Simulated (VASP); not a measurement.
## Pt: single point with PBE

Crystal: Pt.

```xyz
2
Lattice="2.8551 0.0000 0.0000 -1.4276 2.4726 0.0000 0.0000 0.0000 4.8412" Properties=species:S:1:pos:R:3 pbc="T T T"
Pt    1.4276    0.8242    3.6309
Pt    0.0000    1.6484    1.2103
```

```
Program                : VASP 6.6.1
Task                   : single point
Functional             : PBE
Potentials or basis    : VASP PAW PBE potentials, release 64 (Pt)
Cutoff                 : 520 eV
k mesh                 : 18 × 18 × 10
Occupations            : gaussian, width 0.15 eV
Spin                   : no spin polarisation
Dipole correction      : no
Further INCAR settings : ALGO = Normal; EDIFF = 1e-07; NBANDS = 17
```

The pressure is -16.3 GPa and the band gap on the k mesh is zero (band 10 reaches 9.35 eV, above the bottom of band 11 at 8.27 eV).

Stress tensor (GPa, compression positive):
```
-17.53   0.00   0.00
  0.00 -17.53   0.00
  0.00   0.00 -13.82
```

Levels at points of the mesh, in eV from the Fermi level:
```tsv
k point	band 6	band 7	band 8	band 9	band 10	band 11	band 12	band 13	band 14	band 15
(0.00, 0.00, 0.00)	-2.64	-2.64	-1.71	-1.71	-0.21	-0.21	-0.21	4.47	15.09	16.05
(0.50, 0.00, 0.00)	-2.50	-2.29	0.05	0.15	0.35	2.09	3.38	6.99	8.62	8.89
(0.00, 0.00, 0.50)	-3.00	-3.00	-3.00	-0.73	-0.73	-0.73	-0.73	11.85	11.85	15.43
(0.50, 0.00, 0.50)	-1.64	-0.68	-0.68	0.26	0.26	1.74	1.74	5.81	5.81	14.08
```

Wall time 50 s on 1 thread of Intel(R) Xeon(R) Platinum 8375C CPU @ 2.90GHz (Ice Lake) (shared host), peak memory 0.23 GiB.

Caveat: spin-orbit coupling is left out, which moves the levels of the heavy elements.
